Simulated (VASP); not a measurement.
# PbO (I-4m2) in VASP: a series of runs

The runs below take PbO through single point, with PBE, r2SCAN.

All numbers are computed with VASP 6.6.1; they aren't measurements. Logs are shortened: lines on timing, memory, paths and dates and some standing lists are left out, and cuts for length are marked.

**1. The cell of the first run**

The structure is tetragonal, space group I-4m2 (No. 119). The conventional cell has a = 4.059 Å, b = 4.059 Å, c = 5.598 Å, α = 90.00°, β = 90.00°, γ = 90.00°. Within 3.3 Å of Pb (site symmetry -4m2) lie 4 O at 2.47 Å. Within 3.3 Å of O (site symmetry -4m2) lie 4 Pb at 2.47 Å.

**2. Single point, PBE (biaxial xy strain +2.5%)**

The input, INCAR:

```
ALGO = Normal
EDIFF = 1E-7
ENCUT = 520
GGA = PE
ISIF = 2
ISMEAR = -1
LASPH = T
LCHARG = T
LELF = T
LREAL = F
LVHAR = T
LWAVE = F
NBANDS = 17
NELM = 60
PREC = Accurate
SIGMA = 0.02
```

The input, KPOINTS:

```
k-points
0
Gamma
  8 8 8
```

The input, POSCAR:

```
PbO
1.0
    0.0000000000      2.8698657333      2.7987768025
    2.8698657333      0.0000000000      2.7987768025
    2.8698657333      2.8698657333      0.0000000000
Pb O
1 1
Direct
    0.0000000000      0.0000000000      0.0000000000
    0.2500000000      0.2500000000      0.2500000000
```

Potentials or basis: VASP PAW PBE potentials, release 64 (Pb_d, O).

The run is started by

```console
> cat potpaw_PBE.64/Pb_d/POTCAR potpaw_PBE.64/O/POTCAR > POTCAR
> mpirun -np 1 vasp_std > vasp.out
```

OUTCAR:

```text
EDIFF = 1E-7
   ENCUT = 520
   GGA = PE
   ISIF = 2
   ISMEAR = -1
   LASPH = T
   LREAL = F
   NELM = 60
   PREC = Accurate

 ion  position               nearest neighbor table
   1  0.000  0.000  0.000-   2 2.47   2 2.47   2 2.47   2 2.47
   2  0.250  0.250  0.250-   1 2.47   1 2.47   1 2.47   1 2.47

  LATTYP: Found a body centered tetragonal cell.
 ALAT       =     4.0586030422
 C/A-ratio  =     1.3791823312

  Lattice vectors:

 A1 = (   0.0000000000,  -2.8698657333,  -2.7987768025)
 A2 = (   0.0000000000,   2.8698657333,  -2.7987768025)
 A3 = (   2.8698657333,   0.0000000000,   2.7987768025)

Analysis of symmetry for initial positions (statically):
=====================================================================
 Subroutine PRICEL returns:
 Original cell was already a primitive cell.

 Routine SETGRP: Setting up the symmetry group for a
 body centered tetragonal supercell.

 Subroutine GETGRP returns: Found  8 space group operations
 (whereof  8 operations were pure point group operations)
 out of a pool of 16 trial point group operations.

The static configuration has the point symmetry D_2d.

Analysis of symmetry for dynamics (positions and initial velocities):
=====================================================================
 Subroutine PRICEL returns:
 Original cell was already a primitive cell.

 Routine SETGRP: Setting up the symmetry group for a
 body centered tetragonal supercell.

 Subroutine GETGRP returns: Found  8 space group operations
 (whereof  8 operations were pure point group operations)
 out of a pool of 16 trial point group operations.

The dynamic configuration has the point symmetry D_2d.

 Subroutine INISYM returns: Found  8 space group operations
 (whereof  8 operations are pure point group operations),
 and found     1 'primitive' translations

----------------------------------------------------------------------------------------

                                     Primitive cell

  volume of cell :      46.1022

  direct lattice vectors                    reciprocal lattice vectors
     0.000000000  2.869865733  2.798776802    -0.174224179  0.174224179  0.178649473
     2.869865733  0.000000000  2.798776802     0.174224179 -0.174224179  0.178649473
     2.869865733  2.869865733  0.000000000     0.174224179  0.174224179 -0.178649473

  length of vectors
     4.008650760  4.008650760  4.058603042     0.304341523  0.304341523  0.304341523

  position of ions in fractional coordinates (direct lattice)
     0.000000000  0.000000000  0.000000000
     0.250000000  0.250000000  0.250000000

  ion indices of the primitive-cell ions
   primitive index   ion index
                 1           1
                 2           2

----------------------------------------------------------------------------------------

 KPOINTS: k-points

Automatic generation of k-mesh.
 Grid dimensions read from file:
 generate k-points for:    8    8    8

 Generating k-lattice:

  Cartesian coordinates                     Fractional coordinates (reciprocal lattice)
    -0.021778022  0.021778022  0.022331184     0.125000000  0.000000000  0.000000000
     0.021778022 -0.021778022  0.022331184     0.000000000  0.125000000  0.000000000
     0.021778022  0.021778022 -0.022331184     0.000000000  0.000000000  0.125000000

  Length of vectors
     0.038042690  0.038042690  0.038042690

  Shift w.r.t. Gamma in fractional coordinates (k-lattice)
     0.000000000  0.000000000  0.000000000

 Subroutine IBZKPT returns following result:
 ===========================================

 Found     59 irreducible k-points:

 Following reciprocal coordinates:
            Coordinates               Weight
  0.000000  0.000000  0.000000      1.000000
  0.125000  0.000000  0.000000      8.000000
  0.250000  0.000000  0.000000      8.000000
  0.375000 -0.000000  0.000000      8.000000
  0.500000  0.000000  0.000000      4.000000
  0.125000  0.125000  0.000000      2.000000
[... 16 lines left out ...]
  0.250000 -0.000000  0.125000     16.000000
  0.375000 -0.000000  0.125000     16.000000
 [... further k-points ...]
   k-points           NKPTS =     59   k-points in BZ     NKDIM =     59   number of bands    NBANDS=     17
   number of dos      NEDOS =    301   number of ions     NIONS =      2
   total plane-waves  NPLWV =  27000
   dimension x,y,z NGX =    30 NGY =   30 NGZ =   30
   dimension x,y,z NGXF=    60 NGYF=   60 NGZF=   60
   ions per type =               1   1
   NGX,Y,Z   is equivalent  to a cutoff of  12.44, 12.44, 12.29 a.u.
   NGXF,Y,Z  is equivalent  to a cutoff of  24.88, 24.88, 24.58 a.u.
 SYSTEM =  unknown system
   PREC   = accura    normal or accurate (medium, high low for compatibility)
   ISTART =      0    job   : 0-new  1-cont  2-samecut
   ICHARG =      2    charge: 1-file 2-atom 10-const
   ISPIN  =      1    spin polarized calculation?
   LNONCOLLINEAR =      F non collinear calculations
   LSORBIT =      F    spin-orbit coupling
   LASPH  =      T    aspherical Exc in radial PAW
   ENCUT  =  520.0 eV  38.22 Ry    6.18 a.u.   7.45  7.45  7.55*2*pi/ulx,y,z
   NELM   =     60;   NELMIN=  2; NELMDL= -5     # of ELM steps
   EDIFF  = 0.1E-06   stopping-criterion for ELM
   LREAL  =      F    real-space projection
   EDIFFG = 0.1E-05   stopping-criterion for IOM
   NSW    =      0    number of steps for IOM
   IBRION =     -1    ionic relax: 0-MD 1-quasi-New 2-CG
   NFREE  =      0    steps in history (QN), initial steepest desc. (CG)
   ISIF   =      2    stress and relaxation
   ISYM   =      2    0-nonsym 1-usesym 2-fastsym
   POTIM  = 0.5000    time-step for ionic-motion
   TEBEG  =    0.0;   TEEND  =   0.0 temperature during run
   PSTRESS=    0.0 pullay stress
   NELECT =      20.0000    total number of electrons
   NUPDOWN=      -1.0000    fix difference up-down
   EMIN   =  10.00;   EMAX   =-10.00  energy-range for DOS
   EFERMI =   0.00;   METHOD = LEGACY
   ISMEAR =    -1;   SIGMA  =   0.02  broadening in eV -4-tet -1-fermi 0-gaus
   EFERMI_NEDOS =   21; number of points for ismear=-14 and -15
   IALGO  =     38    algorithm
   IMIX   =      4    mixing-type and parameters
     AMIX     =   0.40;   BMIX     =  1.00
     AMIX_MAG =   1.60;   BMIX_MAG =  1.00
  volume/ion in A,a.u.               =      23.05       155.56
  Fermi-wavevector in a.u.,A,eV,Ry     =   1.239304  2.341944 20.896824  1.535873
  Thomas-Fermi vector in A             =   2.373792
   LORBIT       =      0    0 simple, 1 ext, 2 COOP (PROOUT), +10 PAW based schemes
   GGA     = PE    functional components
   LHFCALC =     F    Hartree Fock is set to
   AEXX    =    0.0000 exact exchange contribution
   IVDW    =     0    specifies the selected vdW correction
   LEPSILON=     F    determine dielectric tensor
   LRPA    =     F    only Hartree local field effects (RPA)
 non-spin polarized calculation
  energy-cutoff  :      520.00
  volume of cell :       46.10
 maximum number of plane-waves:      1263
 NGX is ok and might be reduce to    30
   NGX = 15   NGY = 15   NGZ = 15

 number of electron      20.0000008 magnetization

 Free energy of the ion-electron system (eV)
  ---------------------------------------------------
  ext. energy  EPLUGINS =         0.00000000
  ---------------------------------------------------
  free energy    TOTEN  =       -10.35292517 eV

  energy without entropy =      -10.35292516  energy(sigma->0) =      -10.35292517

 E-fermi :   4.4293     XC(G=0):  -9.0876

 val. band max:        4.1607736330   @ k =  -0.2500   0.2500   0.5000
 cond. band min:       4.6931797776   @ k =   0.5000   0.5000   0.0000
 fundamental gap:      0.5324061446
 Fermi energy:         4.4292833281

 k-point     1 :       0.0000    0.0000    0.0000
  band No.  band energies     occupation
      1     -13.1544      2.00000
      2     -12.1968      2.00000
      3     -12.1968      2.00000
      4     -12.1785      2.00000
      5     -12.1159      2.00000
      6     -12.1135      2.00000
[... 9 lines left out ...]
     16      16.0244      0.00000
     17      16.4422      0.00000

 k-point     2 :       0.1250    0.0000    0.0000
  band No.  band energies     occupation
      1     -13.1901      2.00000
      2     -12.1889      2.00000
      3     -12.1780      2.00000
      4     -12.1179      2.00000
      5     -12.1127      2.00000
      6     -12.0874      2.00000
[... 9 lines left out ...]
     16      15.6639      0.00000
     17      15.9898      0.00000

 k-point     3 :       0.2500    0.0000    0.0000
  band No.  band energies     occupation
      1     -13.2643      2.00000
      2     -12.1764      2.00000
      3     -12.1665      2.00000
      4     -12.1099      2.00000
      5     -12.1039      2.00000
      6     -11.8465      2.00000
[... 9 lines left out ...]
     16      15.6115      0.00000
     17      16.4280      0.00000

 k-point     4 :       0.3750   -0.0000    0.0000
  band No.  band energies     occupation
      1     -13.3285      2.00000
      2     -12.1733      2.00000
      3     -12.1657      2.00000
      4     -12.0925      2.00000
      5     -12.0854      2.00000
      6     -11.5951      2.00000
[... 9 lines left out ...]
     16      15.7246      0.00000
     17      16.8188      0.00000

 k-point     5 :       0.5000    0.0000    0.0000
  band No.  band energies     occupation
      1     -13.3532      2.00000
      2     -12.1740      2.00000
      3     -12.1673      2.00000
      4     -12.0833      2.00000
      5     -12.0757      2.00000
      6     -11.4862      2.00000
[... 9 lines left out ...]
     16      15.8856      0.00000
     17      16.5728      0.00000

 k-point     6 :       0.1250    0.1250    0.0000
  band No.  band energies     occupation
      1     -13.2019      2.00000
      2     -12.1804      2.00000
      3     -12.1804      2.00000
      4     -12.1266      2.00000
      5     -12.1075      2.00000
      6     -12.0486      2.00000
[... 9 lines left out ...]
     16      16.7353      0.00000
     17      16.7353      0.00000

 k-point     7 :       0.2500    0.1250    0.0000
  band No.  band energies     occupation
      1     -13.2610      2.00000
      2     -12.1651      2.00000
      3     -12.1647      2.00000
      4     -12.1288      2.00000
      5     -12.0986      2.00000
      6     -11.8610      2.00000
[... 9 lines left out ...]
     16      16.7069      0.00000
     17      17.1058      0.00000

 k-point     8 :       0.3750    0.1250    0.0000
  band No.  band energies     occupation
      1     -13.3237      2.00000
      2     -12.1630      2.00000
      3     -12.1589      2.00000
      4     -12.1157      2.00000
      5     -12.0826      2.00000
      6     -11.6127      2.00000
[... 9 lines left out ...]
     16      16.4608      0.00000
     17      17.6164      0.00000
[... 203 lines left out ...]
      1     -13.3944      2.00000
      2     -12.1678      2.00000
      3     -12.0980      2.00000
      4     -12.0934      2.00000
      5     -12.0748      2.00000
      6     -11.3408      2.00000
[... 9 lines left out ...]
     16      18.8008      0.00000
     17      19.3649      0.00000

 k-point    20 :      -0.3750    0.3750    0.0000
  band No.  band energies     occupation
      1     -13.3911      2.00000
      2     -12.1609      2.00000
      3     -12.1134      2.00000
      4     -12.0998      2.00000
      5     -12.0861      2.00000
      6     -11.3005      2.00000
[... 9 lines left out ...]
     16      17.6192      0.00000
     17      18.5610      0.00000

 k-point    21 :       0.5000    0.5000    0.0000
  band No.  band energies     occupation
      1     -13.4047      2.00000
      2     -12.1746      2.00000
      3     -12.0813      2.00000
      4     -12.0813      2.00000
      5     -12.0727      2.00000
      6     -11.3234      2.00000
[... 9 lines left out ...]
     16      19.4980      0.00000
     17      20.0532      0.00000

 k-point    22 :       0.1250    0.0000    0.1250
  band No.  band energies     occupation
      1     -13.2004      2.00000
      2     -12.1799      2.00000
      3     -12.1642      2.00000
      4     -12.1215      2.00000
      5     -12.1114      2.00000
      6     -12.0722      2.00000
[... 9 lines left out ...]
     16      16.6812      0.00000
     17      17.0854      0.00000

 k-point    23 :       0.2500   -0.0000    0.1250
  band No.  band energies     occupation
      1     -13.2581      2.00000
      2     -12.1671      2.00000
      3     -12.1546      2.00000
      4     -12.1232      2.00000
      5     -12.1027      2.00000
      6     -11.8798      2.00000
[... 9 lines left out ...]
     16      16.7944      0.00000
     17      17.2074      0.00000

 k-point    24 :       0.3750   -0.0000    0.1250
  band No.  band energies     occupation
      1     -13.3209      2.00000
      2     -12.1664      2.00000
      3     -12.1529      2.00000
      4     -12.1098      2.00000
      5     -12.0874      2.00000
      6     -11.6255      2.00000
[... 9 lines left out ...]
     16      16.6002      0.00000
     17      17.5660      0.00000

 [... further k-points ...]
[... 5 lines left out ...]
  --------------------------------------------------------------------------------------
  -------------------------------------------------------------------------------------
  Total       -0.3006707     -0.3006707     -0.2199781      0.0000000     -0.0000000      0.0000000
  in kB      -10.4491343    -10.4491343     -7.6448420      0.0000000     -0.0000000      0.0000000
  external PRESSURE =      -9.5143702 kB  Pullay stress =       0.0000000 kB

 VOLUME and BASIS-vectors are now :
 -----------------------------------------------------------------------------
  energy-cutoff  :      520.00
  volume of cell :       46.10
      direct lattice vectors                 reciprocal lattice vectors
     0.000000000  2.869865733  2.798776802    -0.174224179  0.174224179  0.178649473
     2.869865733  0.000000000  2.798776802     0.174224179 -0.174224179  0.178649473
     2.869865733  2.869865733  0.000000000     0.174224179  0.174224179 -0.178649473

 POSITION                                       TOTAL-FORCE (eV/Angst)
 -----------------------------------------------------------------------------------
      0.00000      0.00000      0.00000         0.000000      0.000000     -0.000000
      1.43493      1.43493      1.39939        -0.000000     -0.000000      0.000000
 -----------------------------------------------------------------------------------
    total drift:                                0.000000      0.000000     -0.000000

  FREE ENERGIE OF THE ION-ELECTRON SYSTEM (eV)
  ---------------------------------------------------
  free  energy   TOTEN  =       -10.3529251709 eV

  energy  without entropy=      -10.3529251611  energy(sigma->0) =      -10.35292517
```

Wall time 35 s (1 thread of Intel Xeon Platinum 8488C (Sapphire Rapids), shared host); peak memory 0.19 GiB.

Results:

* Free energy: -10.3529 eV
* Pressure: -1.0 GPa
* Band gap on the k mesh: 0.53 eV, indirect (least direct gap 0.72 eV)

Stress tensor (GPa, compression positive):
```
-1.04  0.00  0.00
 0.00 -1.04  0.00
 0.00  0.00 -0.76
```

Levels at points of the mesh, in eV from the valence-band top:
```
           k point  band 8  band 9  band 10  band 11  band 12  band 13
(0.00, 0.00, 0.00)   -2.09   -2.09    -2.03     5.06     5.14     5.14
(0.50, 0.00, 0.00)   -2.55   -2.47    -2.13     2.43     5.24     5.40
(0.50, 0.50, 0.00)   -3.29   -3.29    -0.26     0.53     5.63     5.63
(0.50, 0.00, 0.50)   -3.21   -3.20    -0.17     0.54     5.59     5.84
```

Caveat: the cell differs from its parent crystal (biaxial xy strain +2.5%); spin-orbit coupling is left out, which moves the levels of the heavy elements.

[end of part 1 of 2]
